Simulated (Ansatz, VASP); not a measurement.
MgPb2N2: VASP beside Ansatz

```xyz
5
Lattice="3.1918 0.0000 0.0000 -1.5959 2.7641 0.0000 0.0000 0.0000 10.4285" Properties=species:S:1:pos:R:3 pbc="T T T"
Mg    0.0000    0.0000    0.0000
Pb    1.5959    0.9214    2.9883
Pb    0.0000    1.8428    7.4402
N     1.5959    0.9214    8.9875
N     0.0000    1.8428    1.4410
```

Alike in both runs: task single point; functional LDA; k mesh 12 × 12 × 4; occupations gaussian, width 0.05 eV; no spin polarisation.

|  | VASP | Ansatz |
| --- | --- | --- |
| version | VASP 6.6.1 | Ansatz 0.2.0 |
| potentials or method | VASP PAW LDA potentials, release 64 (Mg, Pb_d, N), cutoff 520 eV | scalar-relativistic, plane waves, PAW |
| valence electrons in the cell | 40 | 48 |

```csv
,VASP,Ansatz,Ansatz less VASP
gap on the k mesh at the Fermi level (eV),0.04,0.05,+0.009
least direct gap on the mesh (eV),0.76,0.75,-0.013
pressure (GPa),-4.7,-4.5,+0.29
"traceless stress, the component that is largest in VASP (GPa)",-17.80,-17.71,+0.085
rms of the force components (eV/Å),0.901,0.907,+0.0054
```

LDA's correlation is that of Perdew and Zunger in VASP and of Perdew and Wang (1992) in Ansatz. Atom by atom the forces differ by 0.020 eV/Å (rms over components). VASP's potentials hold 40 valence electrons a cell and Ansatz's 48, so a difference there can come from the potentials and not from the codes.

Spin-orbit coupling is off throughout.
